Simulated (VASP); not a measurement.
# Zr2O (P4_2/mnm) in VASP: single point with r2SCAN

Aim: the single point of Zr2O with r2SCAN.

All numbers are computed with VASP 6.6.1; they aren't measurements. Logs are shortened: lines on timing, memory, paths and dates and some standing lists are left out, and cuts for length are marked.

## (1) The cell of the first run

It takes space group P4_2/mnm (No. 136, tetragonal). Conventional cell: a = 5.373 Å, b = 5.373 Å, c = 3.274 Å, α = 90.00°, β = 90.00°, γ = 90.00°. Within 3.0 Å of Zr (site symmetry m2m) lie 3 O at 2.25 Å. O (site symmetry mmm) has 6 Zr at 2.25 Å within 3.0 Å.

## (2) Single point, r2SCAN

The input, POSCAR:

```
Zr2O
1.0
    5.3733223247      0.0000000000      0.0000000000
    0.0000000000      5.3733223247      0.0000000000
    0.0000000000      0.0000000000      3.2738010527
Zr O
4 2
Direct
    0.2965720821      0.2965720821      0.0000000000
    0.7034279179      0.7034279179      0.0000000000
    0.7965720821      0.2034279179      0.5000000000
    0.2034279179      0.7965720821      0.5000000000
    0.0000000000      0.0000000000      0.0000000000
    0.5000000000      0.5000000000      0.5000000000
```

The input, INCAR.step1:

```
  PREC = Accurate
  ENCUT = 520
  ISMEAR = 0
  SIGMA = 0.1
  LREAL = False
  LASPH = True
  NELM = 80
  NBANDS = 39
  GGA = PE
  ALGO = Normal
  EDIFF = 1E-4
  LWAVE = True
  LCHARG = False
```

The input, INCAR.step2:

```
  PREC = Accurate
  ENCUT = 520
  EDIFF = 1E-6
  ISMEAR = 0
  SIGMA = 0.1
  LREAL = False
  LASPH = True
  NELM = 80
  ALGO = Normal
  ISIF = 2
  LWAVE = False
  LCHARG = True
  METAGGA = R2SCAN
  LMIXTAU = True
  LELF = True
  LVHAR = True
  NBANDS = 39
  ISTART = 1
```

The input, KPOINTS:

```
Automatic mesh
0
Gamma
  4 4 6
```

Potentials or basis: VASP PAW PBE potentials, release 64 (Zr_sv, O).

Launch:

```bash
cat potpaw_PBE.64/Zr_sv/POTCAR potpaw_PBE.64/O/POTCAR > POTCAR
cp INCAR.step1 INCAR
mpirun -np 1 vasp_std > vasp.out
cp INCAR.step2 INCAR
mpirun -np 1 vasp_std > vasp.out
```

OUTCAR:

```text
PREC = Accurate
   ENCUT = 520
   EDIFF = 1E-6
   ISMEAR = 0
   LREAL = False
   LASPH = True
   NELM = 80
   ISIF = 2
   METAGGA = R2SCAN
   ISTART = 1

 ion  position               nearest neighbor table
   1  0.297  0.297  0.000-   6 2.25   6 2.25   5 2.25   2 3.09   4 3.19   3 3.19   4 3.19   3 3.19
                             4 3.19   4 3.19   3 3.19   3 3.19   2 3.86   2 3.86
   2  0.703  0.703  0.000-   6 2.25   6 2.25   5 2.25   1 3.09   4 3.19   3 3.19   4 3.19   3 3.19
                             3 3.19   3 3.19   4 3.19   4 3.19   1 3.86   1 3.86
   3  0.797  0.203  0.500-   5 2.25   5 2.25   6 2.25   4 3.09   1 3.19   1 3.19   2 3.19   2 3.19
                             2 3.19   2 3.19   1 3.19   1 3.19   4 3.86   4 3.86
   4  0.203  0.797  0.500-   5 2.25   5 2.25   6 2.25   3 3.09   1 3.19   1 3.19   2 3.19   2 3.19
                             1 3.19   1 3.19   2 3.19   2 3.19   3 3.86   3 3.86
   5  0.000  0.000  0.000-   3 2.25   4 2.25   3 2.25   4 2.25   1 2.25   2 2.25
   6  0.500  0.500  0.500-   1 2.25   2 2.25   1 2.25   2 2.25   3 2.25   4 2.25

  LATTYP: Found a simple tetragonal cell.
 ALAT       =     5.3733223247
 C/A-ratio  =     0.6092694342

  Lattice vectors:

 A1 = (   5.3733223247,   0.0000000000,   0.0000000000)
 A2 = (   0.0000000000,   5.3733223247,   0.0000000000)
 A3 = (   0.0000000000,   0.0000000000,   3.2738010527)

Analysis of symmetry for initial positions (statically):
=====================================================================
 Subroutine PRICEL returns:
 Original cell was already a primitive cell.

 Routine SETGRP: Setting up the symmetry group for a
 simple tetragonal supercell.

 Subroutine GETGRP returns: Found 16 space group operations
 (whereof  8 operations were pure point group operations)
 out of a pool of 16 trial point group operations.

The static configuration has the point symmetry D_2h.
 The point group associated with its full space group is D_4h.

Analysis of symmetry for dynamics (positions and initial velocities):
=====================================================================
 Subroutine PRICEL returns:
 Original cell was already a primitive cell.

 Routine SETGRP: Setting up the symmetry group for a
 simple tetragonal supercell.

 Subroutine GETGRP returns: Found 16 space group operations
 (whereof  8 operations were pure point group operations)
 out of a pool of 16 trial point group operations.

The dynamic configuration has the point symmetry D_2h.
 The point group associated with its full space group is D_4h.

 Subroutine INISYM returns: Found 16 space group operations
 (whereof  8 operations are pure point group operations),
 and found     1 'primitive' translations

[... 107 lines left out ...]
   ISIF   =      2    stress and relaxation
   ISYM   =      2    0-nonsym 1-usesym 2-fastsym
   POTIM  = 0.5000    time-step for ionic-motion
   TEBEG  =    0.0;   TEEND  =   0.0 temperature during run
   PSTRESS=    0.0 pullay stress
   NELECT =      60.0000    total number of electrons
   NUPDOWN=      -1.0000    fix difference up-down
   EMIN   =  10.00;   EMAX   =-10.00  energy-range for DOS
   EFERMI =   0.00;   METHOD = LEGACY
   ISMEAR =     0;   SIGMA  =   0.10  broadening in eV -4-tet -1-fermi 0-gaus
   EFERMI_NEDOS =   21; number of points for ismear=-14 and -15
   IALGO  =     38    algorithm
   IMIX   =      4    mixing-type and parameters
     AMIX     =   0.40;   BMIX     =  1.00
     AMIX_MAG =   1.60;   BMIX_MAG =  1.00
  volume/ion in A,a.u.               =      15.75       106.31
  Fermi-wavevector in a.u.,A,eV,Ry     =   1.406952  2.658753 26.932915  1.979513
  Thomas-Fermi vector in A             =   2.529260
   LORBIT       =      0    0 simple, 1 ext, 2 COOP (PROOUT), +10 PAW based schemes
   METAGGA = R2SCAN    functional components
   LHFCALC =     F    Hartree Fock is set to
   AEXX    =    0.0000 exact exchange contribution
   IVDW    =     0    specifies the selected vdW correction
   LEPSILON=     F    determine dielectric tensor
   LRPA    =     F    only Hartree local field effects (RPA)
 non-spin polarized calculation
 Gauss-broadening in eV      SIGMA  =   0.10
  energy-cutoff  :      520.00
  volume of cell :       94.52
 maximum number of plane-waves:      2564
 NGX is ok and might be reduce to    40
   NGX = 19   NGY = 19   NGZ = 13

 number of electron      59.9999987 magnetization

 Free energy of the ion-electron system (eV)
  ---------------------------------------------------
  ext. energy  EPLUGINS =         0.00000000
  ---------------------------------------------------
  free energy    TOTEN  =      -114.51654166 eV

  energy without entropy =     -114.48942337  energy(sigma->0) =     -114.50298252

 E-fermi :  10.5984     XC(G=0): -12.6381

 val. band max:       10.3991092481   @ k =   0.2500   0.2500   0.5000
 cond. band min:      10.6078349648   @ k =   0.2500   0.2500   0.3333
 fundamental gap:      0.2087257167
 Fermi energy:        10.5983589496

 k-point     1 :       0.0000    0.0000    0.0000
  band No.  band energies     occupation
      1     -40.4679      2.00000
      2     -40.3037      2.00000
      3     -40.3037      2.00000
      4     -40.2390      2.00000
      5     -19.1757      2.00000
      6     -18.0441      2.00000
[... 997 lines left out ...]
     38      14.9648      0.00000
     39      15.3849      0.00000

------------------------ aborting loop because EDIFF is reached ----------------------------------------

  FORCE on cell =-STRESS in cart. coord.  units (eV):
  Direction    XX          YY          ZZ          XY          YZ          ZX
  --------------------------------------------------------------------------------------
  -------------------------------------------------------------------------------------
  Total        1.9657966      1.9657966      2.5765938     -0.0000000      0.0000000      0.0000000
  in kB       33.3204678     33.3204678     43.6735480     -0.0000000      0.0000000      0.0000000
  external PRESSURE =      36.7714946 kB  Pullay stress =       0.0000000 kB

 VOLUME and BASIS-vectors are now :
 -----------------------------------------------------------------------------
  energy-cutoff  :      520.00
  volume of cell :       94.52
      direct lattice vectors                 reciprocal lattice vectors
     5.373322325  0.000000000  0.000000000     0.186104600  0.000000000  0.000000000
     0.000000000  5.373322325  0.000000000     0.000000000  0.186104600  0.000000000
     0.000000000  0.000000000  3.273801053     0.000000000  0.000000000  0.305455336

 POSITION                                       TOTAL-FORCE (eV/Angst)
 -----------------------------------------------------------------------------------
      1.59358      1.59358      0.00000        -0.554025     -0.554025      0.000000
      3.77974      3.77974      0.00000         0.554025      0.554025     -0.000000
      4.28024      1.09308      1.63690        -0.554025      0.554025     -0.000000
      1.09308      4.28024      1.63690         0.554025     -0.554025      0.000000
      0.00000      0.00000      0.00000         0.000000      0.000000      0.000000
      2.68666      2.68666      1.63690         0.000000      0.000000      0.000000
 -----------------------------------------------------------------------------------
    total drift:                                0.000000     -0.000000     -0.000000

  FREE ENERGIE OF THE ION-ELECTRON SYSTEM (eV)
  ---------------------------------------------------
  free  energy   TOTEN  =      -114.5165416588 eV

  energy  without entropy=     -114.4894233724  energy(sigma->0) =     -114.50298252
```

Wall time 4.9 min (1 thread of Oxide Virtual Turin-like, shared host); peak memory 0.2 GiB.

What came out:

- Free energy: -114.5165 eV
- Pressure: 3.7 GPa
- Largest force: 0.784 eV/Å
- Band gap on the k mesh: zero (band 30 reaches 10.96 eV, above the bottom of band 31 at 10.40 eV)

Forces in eV/Å, atoms in the order of the input:
```
Zr  -0.554 -0.554  0.000
Zr   0.554  0.554  0.000
Zr  -0.554  0.554  0.000
Zr   0.554 -0.554  0.000
O    0.000  0.000  0.000
O    0.000  0.000  0.000
```

Stress tensor (GPa, compression positive):
```
3.33 0.00 0.00
0.00 3.33 0.00
0.00 0.00 4.37
```

Levels at points of the mesh, in eV from the Fermi level:
| k point | band 27 | band 28 | band 29 | band 30 | band 31 | band 32 | band 33 | band 34 |
| --- | --- | --- | --- | --- | --- | --- | --- | --- |
| (0.00, 0.00, 0.00) | -0.72 | -0.72 | -0.26 | 0.12 | 0.34 | 0.37 | 1.04 | 1.04 |
| (0.50, 0.00, 0.00) | -1.88 | -1.88 | 0.13 | 0.13 | 1.08 | 1.08 | 1.22 | 1.22 |
| (0.50, 0.50, 0.00) | -1.77 | -1.77 | -0.36 | -0.36 | 0.89 | 0.89 | 0.96 | 0.96 |
| (0.00, 0.00, 0.50) | -1.84 | -1.84 | -1.67 | -1.67 | 1.04 | 1.04 | 2.45 | 2.45 |
| (0.50, 0.00, 0.50) | -1.59 | -1.59 | -1.58 | -1.58 | 0.56 | 0.56 | 2.65 | 2.65 |
| (0.50, 0.50, 0.50) | -1.41 | -1.41 | -1.25 | -1.25 | 0.22 | 0.22 | 1.91 | 1.91 |

Caveat: the PAW data sets were made with another functional, which shifts forces and pressure a little.
